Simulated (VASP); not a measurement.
# C in VASP: a series of runs

Runs on C. Level: r2SCAN. Tasks: single point.

Program: VASP 6.6.1. These are calculated values, not measurements. Logs are shortened: lines on timing, memory, paths and dates and some standing lists are left out, and cuts for length are marked.

**1. The cell of the first run**

The typed cell holds 4 atoms: a = 2.468 Å, b = 2.476 Å, c = 7.149 Å, α = 91.92°, β = 89.57°, γ = 120.87°.

**2. Single point, r2SCAN**

Input file POSCAR:

```
C
1.0
    1.2159619696     -2.1479622876      0.0091232276
    1.2232502972      2.1521701653     -0.0413730204
   -0.0941886657     -0.0851463517      7.1476530721
C
4
Direct
    0.1034933285      0.9456230676      0.7488005552
    0.5908149738      0.4138432831      0.2394105085
    0.9242568809      0.0859987362      0.2421136921
    0.4285181549      0.5893271320      0.7486182121
```

Input file INCAR.step1:

```
PREC = Accurate ; ENCUT = 520
ISMEAR = 0 ; SIGMA = 0.1
LREAL = F ; LASPH = T
NELM = 80 ; NBANDS = 16
GGA = PE ; ALGO = Normal
EDIFF = 1E-4 ; LWAVE = T
LCHARG = F
```

Input file INCAR.step2:

```
PREC = Accurate ; ENCUT = 520
EDIFF = 1E-7 ; ISMEAR = 0
SIGMA = 0.1 ; LREAL = F
LASPH = T ; NELM = 80
ALGO = Normal ; ISIF = 2
LWAVE = F ; LCHARG = T
METAGGA = R2SCAN ; LMIXTAU = T
LELF = T ; LVHAR = T
NBANDS = 16 ; ISTART = 1
```

Input file KPOINTS:

```
Automatic mesh
0
Gamma
  8 8 2
```

Potentials or basis: VASP PAW PBE potentials, release 64 (C).

Command:

```console
$ cat potpaw_PBE.64/C/POTCAR > POTCAR
$ cp INCAR.step1 INCAR
$ mpirun -np 1 vasp_std > vasp.out
$ cp INCAR.step2 INCAR
$ mpirun -np 1 vasp_std > vasp.out
```

OUTCAR:

```text
PREC = Accurate
   ENCUT = 520
   EDIFF = 1E-7
   ISMEAR = 0
   LREAL = F
   LASPH = T
   NELM = 80
   ISIF = 2
   METAGGA = R2SCAN
   ISTART = 1

 ion  position               nearest neighbor table
   1  0.103  0.946  0.749-   4 1.37   4 1.43   4 1.47
   2  0.591  0.414  0.239-   3 1.41   3 1.42   3 1.43
   3  0.924  0.086  0.242-   2 1.41   2 1.42   2 1.43
   4  0.429  0.589  0.749-   1 1.37   1 1.43   1 1.47

  LATTYP: Found a triclinic cell.
 ALAT       =     2.4758613525
 B/A-ratio  =     0.9852850112
 C/A-ratio  =     2.8873913788
 COS(alpha) =     0.0264129970
 COS(beta)  =     0.0335709734
 COS(gamma) =     0.4957470287

  Lattice vectors:

 A1 = (   1.2232502972,   2.1521701653,  -0.0413730204)
 A2 = (   2.4392122668,   0.0042078777,  -0.0322497928)
 A3 = (   0.0941886657,   0.0851463517,  -7.1476530721)

Analysis of symmetry for initial positions (statically):
=====================================================================
 Subroutine PRICEL returns:
 Original cell was already a primitive cell.

 Routine SETGRP: Setting up the symmetry group for a
 triclinic supercell.

 Subroutine GETGRP returns: Found  1 space group operations
 (whereof  1 operations were pure point group operations)
 out of a pool of  2 trial point group operations.

The static configuration has the point symmetry C_1 .

Analysis of symmetry for dynamics (positions and initial velocities):
=====================================================================
 Subroutine PRICEL returns:
 Original cell was already a primitive cell.

 Routine SETGRP: Setting up the symmetry group for a
 triclinic supercell.

 Subroutine GETGRP returns: Found  1 space group operations
 (whereof  1 operations were pure point group operations)
 out of a pool of  2 trial point group operations.

The dynamic configuration has the point symmetry C_1 .

 Subroutine INISYM returns: Found  1 space group operations
 (whereof  1 operations are pure point group operations),
 and found     1 'primitive' translations

----------------------------------------------------------------------------------------

                                     Primitive cell

  volume of cell :      37.4738

  direct lattice vectors                    reciprocal lattice vectors
     1.215961970 -2.147962288  0.009123228     0.410405512 -0.233215692  0.002629966
     1.223250297  2.152170165 -0.041373020     0.409676189  0.231952455  0.008161666
    -0.094188666 -0.085146352  7.147653072     0.001847504  0.001640294  0.139949948

  length of vectors
     2.468276470  2.475861353  7.148780724     0.472047837  0.470853622  0.139971754

  position of ions in fractional coordinates (direct lattice)
     0.103493329  0.945623068  0.748800555
     0.590814974  0.413843283  0.239410509
     0.924256881  0.085998736  0.242113692
     0.428518155  0.589327132  0.748618212

  ion indices of the primitive-cell ions
   primitive index   ion index
                 1           1
                 2           2
                 3           3
                 4           4

----------------------------------------------------------------------------------------

 KPOINTS: Automatic mesh

Automatic generation of k-mesh.
 Grid dimensions read from file:
 generate k-points for:    8    8    2

 Generating k-lattice:

  Cartesian coordinates                     Fractional coordinates (reciprocal lattice)
     0.051300689 -0.029151962  0.000328746     0.125000000  0.000000000  0.000000000
     0.051209524  0.028994057  0.001020208    -0.000000000  0.125000000 -0.000000000
     0.000923752  0.000820147  0.069974974     0.000000000  0.000000000  0.500000000

  Length of vectors
     0.059005980  0.058856703  0.069985877

  Shift w.r.t. Gamma in fractional coordinates (k-lattice)
     0.000000000  0.000000000  0.000000000

 Subroutine IBZKPT returns following result:
 ===========================================

 Found     68 irreducible k-points:

 Following reciprocal coordinates:
            Coordinates               Weight
  0.000000  0.000000  0.000000      1.000000
  0.125000  0.000000 -0.000000      2.000000
  0.250000  0.000000 -0.000000      2.000000
  0.375000  0.000000 -0.000000      2.000000
  0.500000  0.000000 -0.000000      1.000000
 -0.000000  0.125000 -0.000000      2.000000
[... 16 lines left out ...]
  0.125000  0.375000 -0.000000      2.000000
  0.250000  0.375000  0.000000      2.000000
 [... further k-points ...]
   k-points           NKPTS =     68   k-points in BZ     NKDIM =     68   number of bands    NBANDS=     16
   number of dos      NEDOS =    301   number of ions     NIONS =      4
   total plane-waves  NPLWV =  17496
   dimension x,y,z NGX =    18 NGY =   18 NGZ =   54
   dimension x,y,z NGXF=    36 NGYF=   36 NGZF=  108
   ions per type =               4
   NGX,Y,Z   is equivalent  to a cutoff of  12.12, 12.09, 12.56 a.u.
   NGXF,Y,Z  is equivalent  to a cutoff of  24.25, 24.17, 25.12 a.u.
 SYSTEM =  unknown system
   PREC   = accura    normal or accurate (medium, high low for compatibility)
   ISTART =      1    job   : 0-new  1-cont  2-samecut
   ICHARG =      0    charge: 1-file 2-atom 10-const
   ISPIN  =      1    spin polarized calculation?
   LNONCOLLINEAR =      F non collinear calculations
   LSORBIT =      F    spin-orbit coupling
   LASPH  =      T    aspherical Exc in radial PAW
   ENCUT  =  520.0 eV  38.22 Ry    6.18 a.u.   4.59  4.60 13.29*2*pi/ulx,y,z
   NELM   =     80;   NELMIN=  2; NELMDL=  0     # of ELM steps
   EDIFF  = 0.1E-06   stopping-criterion for ELM
   LREAL  =      F    real-space projection
   EDIFFG = 0.1E-05   stopping-criterion for IOM
   NSW    =      0    number of steps for IOM
   IBRION =     -1    ionic relax: 0-MD 1-quasi-New 2-CG
   NFREE  =      0    steps in history (QN), initial steepest desc. (CG)
   ISIF   =      2    stress and relaxation
   ISYM   =      2    0-nonsym 1-usesym 2-fastsym
   POTIM  = 0.5000    time-step for ionic-motion
   TEBEG  =    0.0;   TEEND  =   0.0 temperature during run
   PSTRESS=    0.0 pullay stress
   NELECT =      16.0000    total number of electrons
   NUPDOWN=      -1.0000    fix difference up-down
   EMIN   =  10.00;   EMAX   =-10.00  energy-range for DOS
   EFERMI =   0.00;   METHOD = LEGACY
   ISMEAR =     0;   SIGMA  =   0.10  broadening in eV -4-tet -1-fermi 0-gaus
   EFERMI_NEDOS =   21; number of points for ismear=-14 and -15
   IALGO  =     38    algorithm
   IMIX   =      4    mixing-type and parameters
     AMIX     =   0.40;   BMIX     =  1.00
     AMIX_MAG =   1.60;   BMIX_MAG =  1.00
  volume/ion in A,a.u.               =       9.37        63.22
  Fermi-wavevector in a.u.,A,eV,Ry     =   1.232742  2.329545 20.676147  1.519654
  Thomas-Fermi vector in A             =   2.367500
   LORBIT       =      0    0 simple, 1 ext, 2 COOP (PROOUT), +10 PAW based schemes
   METAGGA = R2SCAN    functional components
   LHFCALC =     F    Hartree Fock is set to
   AEXX    =    0.0000 exact exchange contribution
   IVDW    =     0    specifies the selected vdW correction
   LEPSILON=     F    determine dielectric tensor
   LRPA    =     F    only Hartree local field effects (RPA)
 non-spin polarized calculation
 Gauss-broadening in eV      SIGMA  =   0.10
  energy-cutoff  :      520.00
  volume of cell :       37.47
 maximum number of plane-waves:      1024
   NGX =  9   NGY =  9   NGZ = 27

 number of electron      15.9999999 magnetization

 Free energy of the ion-electron system (eV)
  ---------------------------------------------------
  ext. energy  EPLUGINS =         0.00000000
  ---------------------------------------------------
  free energy    TOTEN  =       -39.64770353 eV

  energy without entropy =      -39.64770353  energy(sigma->0) =      -39.64770353

 E-fermi :   3.8846     XC(G=0): -10.6786

 val. band max:        3.4409165183   @ k =   0.2500   0.3750   0.5000
 cond. band min:       4.6380599070   @ k =   0.2500   0.3750   0.5000
 fundamental gap:      1.1971433886
 Fermi energy:         3.8845530306

 k-point     1 :       0.0000    0.0000    0.0000
  band No.  band energies     occupation
      1     -16.7663      2.00000
      2     -16.5852      2.00000
      3      -4.6573      2.00000
      4      -3.1977      2.00000
      5       0.1555      2.00000
      6       0.6674      2.00000
[... 8 lines left out ...]
     15      16.5180      0.00000
     16      16.6085      0.00000

 k-point     2 :       0.1250    0.0000   -0.0000
  band No.  band energies     occupation
      1     -16.3687      2.00000
      2     -16.1918      2.00000
      3      -4.1785      2.00000
      4      -2.7412      2.00000
      5      -0.8691      2.00000
      6      -0.5790      2.00000
[... 8 lines left out ...]
     15      15.1510      0.00000
     16      15.3401      0.00000

 k-point     3 :       0.2500    0.0000   -0.0000
  band No.  band energies     occupation
      1     -15.1864      2.00000
      2     -15.0221      2.00000
      3      -3.7591      2.00000
      4      -3.7011      2.00000
      5      -2.7685      2.00000
      6      -1.4100      2.00000
[... 8 lines left out ...]
     15      18.1648      0.00000
     16      18.6804      0.00000

 k-point     4 :       0.3750    0.0000   -0.0000
  band No.  band energies     occupation
      1     -13.2637      2.00000
      2     -13.1199      2.00000
      3      -7.2556      2.00000
      4      -7.1526      2.00000
      5      -2.4876      2.00000
      6      -2.4242      2.00000
[... 8 lines left out ...]
     15      19.1806      0.00000
     16      20.8550      0.00000
[... 324 lines left out ...]
 k-point    22 :       0.0000    0.3750    0.0000
  band No.  band energies     occupation
      1     -13.2916      2.00000
      2     -13.1470      2.00000
      3      -7.5275      2.00000
      4      -7.1924      2.00000
      5      -2.4483      2.00000
      6      -1.9986      2.00000
[... 8 lines left out ...]
     15      19.0815      0.00000
     16      20.9833      0.00000

 k-point    23 :       0.1250    0.3750   -0.0000
  band No.  band energies     occupation
      1     -11.7911      2.00000
      2     -11.6682      2.00000
      3      -8.9932      2.00000
      4      -8.6392      2.00000
      5      -3.8702      2.00000
      6      -3.4623      2.00000
[... 8 lines left out ...]
     15      17.5324      0.00000
     16      17.9279      0.00000

 k-point    24 :       0.2500    0.3750    0.0000
  band No.  band energies     occupation
      1     -10.1681      2.00000
      2      -9.9151      2.00000
      3      -9.6117      2.00000
      4      -9.0558      2.00000
      5      -6.2697      2.00000
      6      -5.9342      2.00000
[... 8 lines left out ...]
     15      16.8582      0.00000
     16      17.2402      0.00000

 [... further k-points ...]

------------------------ aborting loop because EDIFF is reached ----------------------------------------

  FORCE on cell =-STRESS in cart. coord.  units (eV):
  Direction    XX          YY          ZZ          XY          YZ          ZX
  --------------------------------------------------------------------------------------
  -------------------------------------------------------------------------------------
  Total        1.9769477     -2.1540232     -0.0397049      0.1305180      0.0027700     -0.0058007
  in kB       84.5236676    -92.0944655     -1.6975688      5.5802487      0.1184286     -0.2480086
  external PRESSURE =      -3.0894556 kB  Pullay stress =       0.0000000 kB

 VOLUME and BASIS-vectors are now :
 -----------------------------------------------------------------------------
  energy-cutoff  :      520.00
  volume of cell :       37.47
      direct lattice vectors                 reciprocal lattice vectors
     1.215961970 -2.147962288  0.009123228     0.410405512 -0.233215692  0.002629966
     1.223250297  2.152170165 -0.041373020     0.409676189  0.231952455  0.008161666
    -0.094188666 -0.085146352  7.147653072     0.001847504  0.001640294  0.139949948

 POSITION                                       TOTAL-FORCE (eV/Angst)
 -----------------------------------------------------------------------------------
      1.21205      1.74908      5.31399        -2.402699     -1.946581      0.022025
      1.20209     -0.39877      1.69949         0.421613      0.441030      0.333391
      1.20625     -1.82080      1.73542        -0.417085     -0.442076     -0.313555
      1.17145      0.28415      5.33039         2.398171      1.947626     -0.041860
 -----------------------------------------------------------------------------------
    total drift:                                0.000155     -0.000354     -0.000920

  FREE ENERGIE OF THE ION-ELECTRON SYSTEM (eV)
  ---------------------------------------------------
  free  energy   TOTEN  =       -39.6477035333 eV

  energy  without entropy=      -39.6477035333  energy(sigma->0) =      -39.64770353
```

Run time: 2.9 min. Hardware: 1 thread of Intel Xeon 8259CL, shared host; peak memory 0.16 GiB.

Results:

- Free energy: -39.6477 eV
- Pressure: -0.3 GPa
- Largest force: 3.092 eV/Å

Forces on the atoms (eV/Å):
```
C   -2.403 -1.947  0.022
C    0.422  0.441  0.333
C   -0.417 -0.442 -0.314
C    2.398  1.948 -0.042
```

Stress tensor (GPa, compression positive):
```
 8.45  0.56 -0.02
 0.56 -9.21  0.01
-0.02  0.01 -0.17
```

Caveat: the k points lie up to 0.44 Å⁻¹ apart; the PAW data sets were made with another functional, which shifts forces and pressure a little.

**3. Single point, r2SCAN**

Input file POSCAR:

```
C
1.0
    1.2280479700     -2.1270618200      0.0000000000
    1.2280479700      2.1270618200      0.0000000000
    0.0000000000      0.0000000000      7.1732677600
C
4
Direct
    0.0833794600      0.9166205400      0.7531376000
    0.5833794600      0.4166205400      0.2468624000
    0.9166205400      0.0833794600      0.2468624000
    0.4166205400      0.5833794600      0.7531376000
```

Input file INCAR.step1:

```
PREC = Accurate
ENCUT = 520
ISMEAR = 0
SIGMA = 0.1
LREAL = False
LASPH = True
NELM = 80
NBANDS = 16
GGA = PE
ALGO = Normal
EDIFF = 1E-4
LWAVE = True
LCHARG = False
```

Input file INCAR.step2:

```
PREC = Accurate
ENCUT = 520
EDIFF = 1E-6
ISMEAR = 0
SIGMA = 0.1
LREAL = False
LASPH = True
NELM = 80
ALGO = Normal
ISIF = 2
LWAVE = False
LCHARG = True
METAGGA = R2SCAN
LMIXTAU = True
LELF = True
LVHAR = True
NBANDS = 16
ISTART = 1
```

Input file KPOINTS:

```
Automatic mesh
0
Gamma
  12 12 4
```

Potentials or basis: VASP PAW PBE potentials, release 64 (C).

Command:

```console
$ cat potpaw_PBE.64/C/POTCAR > POTCAR
$ cp INCAR.step1 INCAR
$ mpirun -np 1 vasp_std > vasp.out
$ cp INCAR.step2 INCAR
$ mpirun -np 1 vasp_std > vasp.out
```

OUTCAR:

```text
PREC = Accurate
   ENCUT = 520
   EDIFF = 1E-6
   ISMEAR = 0
   LREAL = False
   LASPH = True
   NELM = 80
   ISIF = 2
   METAGGA = R2SCAN
   ISTART = 1

 ion  position               nearest neighbor table
   1  0.083  0.917  0.753-   4 1.42   4 1.42   4 1.42
   2  0.583  0.417  0.247-   3 1.42   3 1.42   3 1.42
   3  0.917  0.083  0.247-   2 1.42   2 1.42   2 1.42
   4  0.417  0.583  0.753-   1 1.42   1 1.42   1 1.42

  LATTYP: Found a hexagonal cell.
 ALAT       =     2.4561135566
 C/A-ratio  =     2.9205765918

  Lattice vectors:

 A1 = (   1.2280479700,  -2.1270618200,   0.0000000000)
 A2 = (   1.2280479700,   2.1270618200,   0.0000000000)
 A3 = (   0.0000000000,   0.0000000000,   7.1732677600)

Analysis of symmetry for initial positions (statically):
=====================================================================
 Subroutine PRICEL returns:
 Original cell was already a primitive cell.

 Routine SETGRP: Setting up the symmetry group for a
 hexagonal supercell.
[... 172 lines left out ...]

 E-fermi :   4.1183     XC(G=0): -10.6646

 val. band max:        4.1049028856   @ k =   0.3333   0.3333   0.5000
 cond. band min:       4.1301216631   @ k =   0.3333   0.3333   0.5000
 fundamental gap:      0.0252187775
 Fermi energy:         4.1182816712

 k-point     1 :       0.0000    0.0000    0.0000
  band No.  band energies     occupation
      1     -16.8100      2.00000
      2     -16.6361      2.00000
      3      -4.6778      2.00000
      4      -3.2555      2.00000
      5       0.8965      2.00000
      6       0.9027      2.00000
[... 433 lines left out ...]
      3      -7.2797      2.00000
      4      -7.1990      2.00000
      5      -2.8892      2.00000
      6      -2.8536      2.00000
[... 8 lines left out ...]
     15      18.8359      0.00000
     16      21.1218      0.00000

 [... further k-points ...]

------------------------ aborting loop because EDIFF is reached ----------------------------------------

  FORCE on cell =-STRESS in cart. coord.  units (eV):
  Direction    XX          YY          ZZ          XY          YZ          ZX
  --------------------------------------------------------------------------------------
  -------------------------------------------------------------------------------------
  Total        0.2594982      0.1939572     -0.0868359      0.0000000      0.0000000      0.0000000
  in kB       11.0943654      8.2922816     -3.7125062      0.0000000      0.0000000      0.0000000
  external PRESSURE =       5.2247136 kB  Pullay stress =       0.0000000 kB

 VOLUME and BASIS-vectors are now :
 -----------------------------------------------------------------------------
  energy-cutoff  :      520.00
  volume of cell :       37.48
      direct lattice vectors                 reciprocal lattice vectors
     1.228047970 -2.127061820  0.000000000     0.407150219 -0.235066041  0.000000000
     1.228047970  2.127061820  0.000000000     0.407150219  0.235066041  0.000000000
     0.000000000  0.000000000  7.173267760     0.000000000  0.000000000  0.139406479

 POSITION                                       TOTAL-FORCE (eV/Angst)
 -----------------------------------------------------------------------------------
      1.22805      1.77236      5.40246         0.000000      0.021185     -0.005570
      1.22805     -0.35471      1.77081         0.000000      0.021185      0.005570
      1.22805     -1.77236      1.77081         0.000000     -0.021185      0.005570
      1.22805      0.35471      5.40246         0.000000     -0.021185     -0.005570
 -----------------------------------------------------------------------------------
    total drift:                                0.000000     -0.000000      0.000000

  FREE ENERGIE OF THE ION-ELECTRON SYSTEM (eV)
  ---------------------------------------------------
  free  energy   TOTEN  =       -39.7421478867 eV

  energy  without entropy=      -39.7411618553  energy(sigma->0) =      -39.74165487
```

It took 5 min on 1 thread of Intel Xeon 8259CL, shared host; peak memory 0.18 GiB.

What came out:

| Item | Value |
| --- | --- |
| Free energy | -39.7421 eV |
| Pressure | 0.5 GPa |
| Largest force | 0.022 eV/Å |

Forces in eV/Å, atoms in the order of the input:
```
C    0.000  0.021 -0.006
C    0.000  0.021  0.006
C    0.000 -0.021  0.006
C    0.000 -0.021 -0.006
```

Caveat: the PAW data sets were made with another functional, which shifts forces and pressure a little.

**4. Single point, r2SCAN**

POSCAR is that of step 3.

Input file INCAR.step1:

```
SYSTEM = C
ALGO = Normal
EDIFF = 1E-4
ENCUT = 520
GGA = PE
ISMEAR = 0
LASPH = .TRUE.
LCHARG = .FALSE.
LREAL = .FALSE.
LWAVE = .TRUE.
NBANDS = 16
NELM = 80
PREC = Accurate
SIGMA = 0.1
```

Input file INCAR.step2:

```
SYSTEM = C
ALGO = Normal
EDIFF = 1E-6
ENCUT = 520
ISIF = 2
ISMEAR = 0
ISTART = 1
LASPH = .TRUE.
LCHARG = .FALSE.
LMIXTAU = .TRUE.
LREAL = .FALSE.
LWAVE = .FALSE.
METAGGA = R2SCAN
NBANDS = 16
NELM = 80
PREC = Accurate
SIGMA = 0.1
```

Input file KPOINTS:

```
k-points
0
G
  12 12 4
  0 0 0
```

Command:

```console
$ cat potpaw_PBE.64/C/POTCAR > POTCAR
$ cp INCAR.step1 INCAR
$ mpirun -np 1 vasp_std > vasp.out
$ cp INCAR.step2 INCAR
$ mpirun -np 1 vasp_std > vasp.out
```

It took 5 min on 1 thread of Intel Xeon 8259CL, shared host; peak memory 0.18 GiB.

Results (log left out):

```
Free energy   : -39.7421 eV
Pressure      : 0.5 GPa
Largest force : 0.022 eV/Å
```

Forces on the atoms (eV/Å):
```
C    0.000  0.021 -0.006
C    0.000  0.021  0.006
C    0.000 -0.021  0.006
C    0.000 -0.021 -0.006
```

Stress tensor (GPa, compression positive):
```
 1.11  0.00  0.00
 0.00  0.83  0.00
 0.00  0.00 -0.37
```

Caveat: the PAW data sets were made with another functional, which shifts forces and pressure a little.

(Part 1 of 2 ends here.)
